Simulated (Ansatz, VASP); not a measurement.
IrS: VASP beside Ansatz

INCAR

```
SYSTEM = IrS
PREC = Accurate
ENCUT = 520
EDIFF = 1E-6
ISMEAR = 0
SIGMA = 0.05
LREAL = .False.
LASPH = .True.
NELM = 100
ALGO = Normal
ISIF = 2
LWAVE = .False.
LCHARG = .True.
GGA = PE
LELF = .True.
LVHAR = .True.
NBANDS = 14
```

KPOINTS

```
Automatic mesh
0
Gamma
  10 10 10
  0 0 0
```

The input POSCAR:

```
IrS
1.0
    0.0000000000      2.6539538527      2.6539538527
    2.6539538527      0.0000000000      2.6539538527
    2.6539538527      2.6539538527      0.0000000000
Ir S
1 1
Direct
    0.0000000000      0.0000000000      0.0000000000
    0.2500000000      0.2500000000      0.2500000000
```

Input for Ansatz:

```yaml
crystal:
  lattice:
    - [0.0, 2.6539538527, 2.6539538527]
    - [2.6539538527, 0.0, 2.6539538527]
    - [2.6539538527, 2.6539538527, 0.0]
  atoms:
    - { symbol: Ir, position: [0.0, 0.0, 0.0] }
    - { symbol: S, position: [0.25, 0.25, 0.25] }
basis:
  ecutwfc: 420
  ecutrho_ratio: 4
kpoints:
  mp_grid: { grid: [10, 10, 10] }
hamiltonian:
  xc: pbe
scf:
  occupations: { method: gaussian, width: 0.05 }
output:
  forces: true
  stress: true
  eigenvalues: true
```

Alike in both runs: task single point; functional PBE; k mesh 10 × 10 × 10; occupations gaussian, width 0.05 eV; no spin polarisation.

|  | VASP | Ansatz |
| --- | --- | --- |
| version | VASP 6.6.1 | Ansatz 0.2.0 |
| potentials or method | VASP PAW PBE potentials, release 64 (Ir, S), cutoff 520 eV | scalar-relativistic, plane waves, PAW |
| valence electrons in the cell | 15 | 23 |

VASP gave:

| Quantity | Value |
| --- | --- |
| gap on the k mesh at the Fermi level (eV) | none |
| pressure (GPa) | -2.4 |

Question: Estimate Ansatz's values.

Answer: gap on the k mesh at the Fermi level (eV): none; pressure (GPa): -2.9.

A gap of «none» marks a metal or a gap that the smearing closes. VASP's potentials hold 15 valence electrons a cell and Ansatz's 23, so a difference there can come from the potentials and not from the codes.

Neither program's run includes spin-orbit coupling.
